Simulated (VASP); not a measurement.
# CuAs (P6_3/mmc) in VASP: further runs

Runs on CuAs. Level: LDA. Tasks: single point.

Everything below comes from runs of VASP 6.6.1. Logs are shortened: lines on timing, memory, paths and dates and some standing lists are left out, and cuts for length are marked.

### 1 The cell of the first run

The structure is hexagonal, space group P6_3/mmc (No. 194). The conventional cell has a = 3.868 Å, b = 3.868 Å, c = 5.247 Å, α = 90.00°, β = 90.00°, γ = 120.00°. Within 3.4 Å of Cu (site symmetry -3m) lie 6 As at 2.59 Å and 2 Cu at 2.62 Å. Within 3.5 Å of As (site symmetry -6m2) lie 6 Cu at 2.59 Å and 6 As at 3.45 Å.

### 2 Single point, LDA

Contents of INCAR:

```
SYSTEM = CuAs
PREC = Accurate
ENCUT = 520
EDIFF = 1E-6
ISMEAR = 0
SIGMA = 0.15
LREAL = .FALSE.
LASPH = .TRUE.
NELM = 80
ALGO = Normal
ISIF = 2
LWAVE = .FALSE.
LCHARG = .FALSE.
GGA = CA
NBANDS = 24
```

Contents of KPOINTS:

```
regular mesh
0
G
  12 12 8
  0 0 0
```

Contents of POSCAR:

```
CuAs
1.0
    3.8679000000      0.0000000000      0.0000000000
   -1.9339500000      3.3496996593      0.0000000000
    0.0000000000      0.0000000000      5.2467000000
Cu As
2 2
Direct
    0.0000000000      0.0000000000      0.5000000000
    0.0000000000      0.0000000000      0.0000000000
    0.6666666667      0.3333333333      0.7500000000
    0.3333333333      0.6666666667      0.2500000000
```

Potentials or basis: VASP PAW LDA potentials, release 64 (Cu, As).

Run with:

```
cat potpaw_LDA.64/Cu/POTCAR potpaw_LDA.64/As/POTCAR > POTCAR
mpirun -np 1 vasp_std > vasp.out
```

OUTCAR:

```text
SYSTEM = CuAs
   PREC = Accurate
   ENCUT = 520
   EDIFF = 1E-6
   ISMEAR = 0
   LREAL = .FALSE.
   LASPH = .TRUE.
   NELM = 80
   ISIF = 2
   GGA = CA

 ion  position               nearest neighbor table
   1  0.000  0.000  0.500-   3 2.59   4 2.59   3 2.59   4 2.59   3 2.59   4 2.59   2 2.62   2 2.62

   2  0.000  0.000  0.000-   3 2.59   4 2.59   3 2.59   4 2.59   3 2.59   4 2.59   1 2.62   1 2.62

   3  0.667  0.333  0.750-   1 2.59   2 2.59   1 2.59   2 2.59   1 2.59   2 2.59
   4  0.333  0.667  0.250-   1 2.59   2 2.59   1 2.59   2 2.59   1 2.59   2 2.59

  LATTYP: Found a hexagonal cell.
 ALAT       =     3.8679000000
 C/A-ratio  =     1.3564725045

  Lattice vectors:

 A1 = (   3.8679000000,   0.0000000000,   0.0000000000)
 A2 = (  -1.9339500000,   3.3496996593,   0.0000000000)
 A3 = (   0.0000000000,   0.0000000000,   5.2467000000)

Analysis of symmetry for initial positions (statically):
=====================================================================
 Subroutine PRICEL returns:
 Original cell was already a primitive cell.

 Routine SETGRP: Setting up the symmetry group for a
 hexagonal supercell.

 Subroutine GETGRP returns: Found 24 space group operations
 (whereof 12 operations were pure point group operations)
 out of a pool of 24 trial point group operations.

The static configuration has the point symmetry D_3d.
 The point group associated with its full space group is D_6h.

Analysis of symmetry for dynamics (positions and initial velocities):
=====================================================================
 Subroutine PRICEL returns:
 Original cell was already a primitive cell.

 Routine SETGRP: Setting up the symmetry group for a
 hexagonal supercell.

 Subroutine GETGRP returns: Found 24 space group operations
 (whereof 12 operations were pure point group operations)
 out of a pool of 24 trial point group operations.

The dynamic configuration has the point symmetry D_3d.
 The point group associated with its full space group is D_6h.

 Subroutine INISYM returns: Found 24 space group operations
 (whereof 12 operations are pure point group operations),
 and found     1 'primitive' translations

----------------------------------------------------------------------------------------

                                     Primitive cell

  volume of cell :      67.9778

  direct lattice vectors                    reciprocal lattice vectors
     3.867900000  0.000000000  0.000000000     0.258538225  0.149267114  0.000000000
    -1.933950000  3.349699659  0.000000000     0.000000000  0.298534227  0.000000000
     0.000000000  0.000000000  5.246700000     0.000000000  0.000000000  0.190595994

  length of vectors
     3.867900000  3.867900000  5.246700000     0.298534227  0.298534227  0.190595994

  position of ions in fractional coordinates (direct lattice)
     0.000000000  0.000000000  0.500000000
     0.000000000  0.000000000  0.000000000
     0.666666667  0.333333333  0.750000000
     0.333333333  0.666666667  0.250000000

  ion indices of the primitive-cell ions
   primitive index   ion index
                 1           1
                 2           2
                 3           3
                 4           4

----------------------------------------------------------------------------------------

 KPOINTS: regular mesh

Automatic generation of k-mesh.
 Grid dimensions read from file:
 generate k-points for:   12   12    8

 Generating k-lattice:

  Cartesian coordinates                     Fractional coordinates (reciprocal lattice)
     0.021544852  0.012438926  0.000000000     0.083333333 -0.000000000  0.000000000
     0.000000000  0.024877852  0.000000000     0.000000000  0.083333333  0.000000000
     0.000000000  0.000000000  0.023824499     0.000000000  0.000000000  0.125000000

  Length of vectors
     0.024877852  0.024877852  0.023824499

  Shift w.r.t. Gamma in fractional coordinates (k-lattice)
     0.000000000  0.000000000  0.000000000

 Subroutine IBZKPT returns following result:
 ===========================================

 Found     95 irreducible k-points:

 Following reciprocal coordinates:
            Coordinates               Weight
  0.000000  0.000000  0.000000      1.000000
  0.083333  0.000000  0.000000      6.000000
  0.166667  0.000000  0.000000      6.000000
  0.250000  0.000000  0.000000      6.000000
  0.333333  0.000000  0.000000      6.000000
  0.416667  0.000000  0.000000      6.000000
[... 16 lines left out ...]
  0.250000  0.000000  0.125000     12.000000
  0.333333  0.000000  0.125000     12.000000
 [... further k-points ...]
   k-points           NKPTS =     95   k-points in BZ     NKDIM =     95   number of bands    NBANDS=     24
   number of dos      NEDOS =    301   number of ions     NIONS =      4
   total plane-waves  NPLWV =  36000
   dimension x,y,z NGX =    30 NGY =   30 NGZ =   40
   dimension x,y,z NGXF=    60 NGYF=   60 NGZF=   80
   ions per type =               2   2
   NGX,Y,Z   is equivalent  to a cutoff of  12.89, 12.89, 12.67 a.u.
   NGXF,Y,Z  is equivalent  to a cutoff of  25.79, 25.79, 25.35 a.u.
 SYSTEM =  CuAs
   PREC   = accura    normal or accurate (medium, high low for compatibility)
   ISTART =      0    job   : 0-new  1-cont  2-samecut
   ICHARG =      2    charge: 1-file 2-atom 10-const
   ISPIN  =      1    spin polarized calculation?
   LNONCOLLINEAR =      F non collinear calculations
   LSORBIT =      F    spin-orbit coupling
   LASPH  =      T    aspherical Exc in radial PAW
   ENCUT  =  520.0 eV  38.22 Ry    6.18 a.u.   7.19  7.19  9.76*2*pi/ulx,y,z
   NELM   =     80;   NELMIN=  2; NELMDL= -5     # of ELM steps
   EDIFF  = 0.1E-05   stopping-criterion for ELM
   LREAL  =      F    real-space projection
   EDIFFG = 0.1E-04   stopping-criterion for IOM
   NSW    =      0    number of steps for IOM
   IBRION =     -1    ionic relax: 0-MD 1-quasi-New 2-CG
   NFREE  =      0    steps in history (QN), initial steepest desc. (CG)
   ISIF   =      2    stress and relaxation
   ISYM   =      2    0-nonsym 1-usesym 2-fastsym
   POTIM  = 0.5000    time-step for ionic-motion
   TEBEG  =    0.0;   TEEND  =   0.0 temperature during run
   PSTRESS=    0.0 pullay stress
   NELECT =      32.0000    total number of electrons
   NUPDOWN=      -1.0000    fix difference up-down
   EMIN   =  10.00;   EMAX   =-10.00  energy-range for DOS
   EFERMI =   0.00;   METHOD = LEGACY
   ISMEAR =     0;   SIGMA  =   0.15  broadening in eV -4-tet -1-fermi 0-gaus
   EFERMI_NEDOS =   21; number of points for ismear=-14 and -15
   IALGO  =     38    algorithm
   IMIX   =      4    mixing-type and parameters
     AMIX     =   0.40;   BMIX     =  1.00
     AMIX_MAG =   1.60;   BMIX_MAG =  1.00
  volume/ion in A,a.u.               =      16.99       114.68
  Fermi-wavevector in a.u.,A,eV,Ry     =   1.273510  2.406585 22.066308  1.621828
  Thomas-Fermi vector in A             =   2.406329
   LORBIT       =      0    0 simple, 1 ext, 2 COOP (PROOUT), +10 PAW based schemes
   GGA     = CA    functional components
   LHFCALC =     F    Hartree Fock is set to
   AEXX    =    0.0000 exact exchange contribution
   IVDW    =     0    specifies the selected vdW correction
   LEPSILON=     F    determine dielectric tensor
   LRPA    =     F    only Hartree local field effects (RPA)
 non-spin polarized calculation
 Gauss-broadening in eV      SIGMA  =   0.15
  energy-cutoff  :      520.00
  volume of cell :       67.98
 maximum number of plane-waves:      1852
 NGX is ok and might be reduce to    30
   NGX = 15   NGY = 15   NGZ = 19

 number of electron      32.0000008 magnetization

 Free energy of the ion-electron system (eV)
  ---------------------------------------------------
  ext. energy  EPLUGINS =         0.00000000
  ---------------------------------------------------
  free energy    TOTEN  =       -19.77937802 eV

  energy without entropy =      -19.75746983  energy(sigma->0) =      -19.76842393

 E-fermi :   5.7275     XC(G=0): -11.1585

 val. band max:        5.7088615365   @ k =   0.2500   0.0000   0.5000
 cond. band min:       5.7299623651   @ k =   0.3333   0.0833   0.3750
 fundamental gap:      0.0211008287
 Fermi energy:         5.7275312191

 k-point     1 :       0.0000    0.0000    0.0000
  band No.  band energies     occupation
      1      -7.3667      2.00000
      2      -4.3311      2.00000
      3      -0.2412      2.00000
      4       1.2391      2.00000
      5       1.2391      2.00000
      6       1.6232      2.00000
[... 16 lines left out ...]
     23      14.3620      0.00000
     24      14.3620      0.00000

 k-point     2 :       0.0833    0.0000    0.0000
  band No.  band energies     occupation
      1      -7.2912      2.00000
      2      -4.3275      2.00000
      3      -0.1525      2.00000
      4       1.2531      2.00000
      5       1.2627      2.00000
      6       1.6048      2.00000
[... 16 lines left out ...]
     23      13.3531      0.00000
     24      13.8585      0.00000

 k-point     3 :       0.1667    0.0000    0.0000
  band No.  band energies     occupation
      1      -7.0686      2.00000
      2      -4.3260      2.00000
      3       0.1094      2.00000
      4       1.2897      2.00000
      5       1.3229      2.00000
      6       1.5161      2.00000
[... 16 lines left out ...]
     23      12.9125      0.00000
     24      13.0617      0.00000

 k-point     4 :       0.2500    0.0000    0.0000
  band No.  band energies     occupation
      1      -6.7124      2.00000
      2      -4.3543      2.00000
      3       0.5279      2.00000
      4       1.0463      2.00000
      5       1.3325      2.00000
      6       1.5086      2.00000
[... 16 lines left out ...]
     23      13.3575      0.00000
     24      13.7072      0.00000

 k-point     5 :       0.3333    0.0000    0.0000
  band No.  band energies     occupation
      1      -6.2513      2.00000
      2      -4.4579      2.00000
      3       0.3303      2.00000
      4       1.0534      2.00000
      5       1.3605      2.00000
      6       1.6562      2.00000
[... 451 lines left out ...]
 k-point    22 :       0.1667    0.0000    0.1250
  band No.  band energies     occupation
      1      -7.0000      2.00000
      2      -4.5113      2.00000
      3       0.2701      2.00000
      4       1.3238      2.00000
      5       1.4251      2.00000
      6       1.5603      2.00000
[... 16 lines left out ...]
     23      12.5383      0.00000
     24      13.4815      0.00000

 k-point    23 :       0.2500    0.0000    0.1250
  band No.  band energies     occupation
      1      -6.6481      2.00000
      2      -4.4904      2.00000
      3       0.4781      2.00000
      4       1.1358      2.00000
      5       1.3636      2.00000
      6       1.6620      2.00000
[... 16 lines left out ...]
     23      13.5064      0.00000
     24      13.7501      0.00000

 k-point    24 :       0.3333    0.0000    0.1250
  band No.  band energies     occupation
      1      -6.1947      2.00000
      2      -4.5381      2.00000
      3       0.2589      2.00000
      4       0.9371      2.00000
      5       1.3887      2.00000
      6       1.7627      2.00000
[... 16 lines left out ...]
     23      14.3761      0.00000
     24      15.1666      0.00000

 [... further k-points ...]
[... 5 lines left out ...]
  --------------------------------------------------------------------------------------
  -------------------------------------------------------------------------------------
  Total       -4.2253226     -4.2253226     -6.0652675      0.0000000     -0.0000000      0.0000000
  in kB      -99.5871079    -99.5871079   -142.9529768      0.0000000     -0.0000000      0.0000000
  external PRESSURE =    -114.0423976 kB  Pullay stress =       0.0000000 kB

 VOLUME and BASIS-vectors are now :
 -----------------------------------------------------------------------------
  energy-cutoff  :      520.00
  volume of cell :       67.98
      direct lattice vectors                 reciprocal lattice vectors
     3.867900000  0.000000000  0.000000000     0.258538225  0.149267114  0.000000000
    -1.933950000  3.349699659  0.000000000     0.000000000  0.298534227  0.000000000
     0.000000000  0.000000000  5.246700000     0.000000000  0.000000000  0.190595994

 POSITION                                       TOTAL-FORCE (eV/Angst)
 -----------------------------------------------------------------------------------
      0.00000      0.00000      2.62335        -0.000000      0.000000      0.000000
      0.00000      0.00000      0.00000        -0.000000      0.000000      0.000000
      1.93395      1.11657      3.93502         0.000000     -0.000000      0.000000
     -0.00000      2.23313      1.31167        -0.000000      0.000000     -0.000000
 -----------------------------------------------------------------------------------
    total drift:                               -0.000000      0.000000     -0.000000

  FREE ENERGIE OF THE ION-ELECTRON SYSTEM (eV)
  ---------------------------------------------------
  free  energy   TOTEN  =       -19.7793780209 eV

  energy  without entropy=      -19.7574698332  energy(sigma->0) =      -19.76842393
```

Run time: 3.2 min. Hardware: 1 thread of AMD EPYC 7R43 (Zen 3), shared host; peak memory 0.23 GiB.

What came out:

| Item | Value |
| --- | --- |
| Free energy | -19.7794 eV |
| Pressure | -11.4 GPa |
| Band gap on the k mesh | zero (bands 16 and 17 overlap by 2.19 eV) |

Caveat: the cell stands under tension.

[end of part 1 of 2]
